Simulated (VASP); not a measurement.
Runs of VASP 6.6.1 on InGaAs2. The structure is that of space group P-4m2 (No. 115), or close to it. The cells are those of the table. 

```tsv
task	cell	k mesh	cutoff (eV)	smearing	gap on the mesh (eV)	pressure (GPa)	largest force (eV/Å)
single point	a = 4.144, b = 4.144, c = 5.904 Å, 4 atoms	10 × 10 × 8	520	gaussian 0.1 eV	none	0.1	-
relaxation of cell and atoms	relaxed to 5 GPa from a = 4.044, b = 4.044, c = 5.766 Å, 4 atoms	10 × 10 × 8	600	gaussian 0.1 eV	0.22	5.0	0.01
relaxation of cell and atoms	relaxed to -2 GPa from a = 4.170, b = 4.170, c = 5.942 Å, 4 atoms	10 × 10 × 8	600	gaussian 0.1 eV	none	-2.0	-
single point	a = 4.144, b = 4.144, c = 5.904 Å, 4 atoms	8 × 8 × 6	520	gaussian 0.1 eV	none	0.1	-
relaxation of cell and atoms	relaxed from a = 4.225, b = 4.225, c = 5.962 Å, 4 atoms	10 × 10 × 8	600	gaussian 0.1 eV	none	0.0	-
single point	a = 4.144, b = 4.144, c = 5.904 Å, 4 atoms	12 × 12 × 8	520	gaussian 0.15 eV	none	0.1	-
single point	a = 4.154, b = 4.154, c = 5.845 Å, 4 atoms	12 × 12 × 10	520	gaussian 0.1 eV	none	(a)	0.01
single point	a = 4.158, b = 4.158, c = 5.845 Å, 4 atoms	12 × 12 × 10	520	gaussian 0.1 eV	none	0.3	-
```

Alike in all rows: level PBEsol; potentials or basis VASP PAW PBE potentials, release 64 (In_d, Ga_d, As); no spin polarisation.

Task: Estimate the missing entries.

Result: (a) 0.4.

Caveats: the PAW data sets were made with another functional, which shifts forces and pressure a little; spin-orbit coupling is left out, which moves the levels of the heavy elements; the cell is relaxed towards a set pressure, so the enthalpy falls and the energy may rise (some runs).

A k mesh can miss the band edges, and the runs leave out spin-orbit coupling on As, Ga, In.

A gap of «none» marks levels without a gap at the run's occupations.
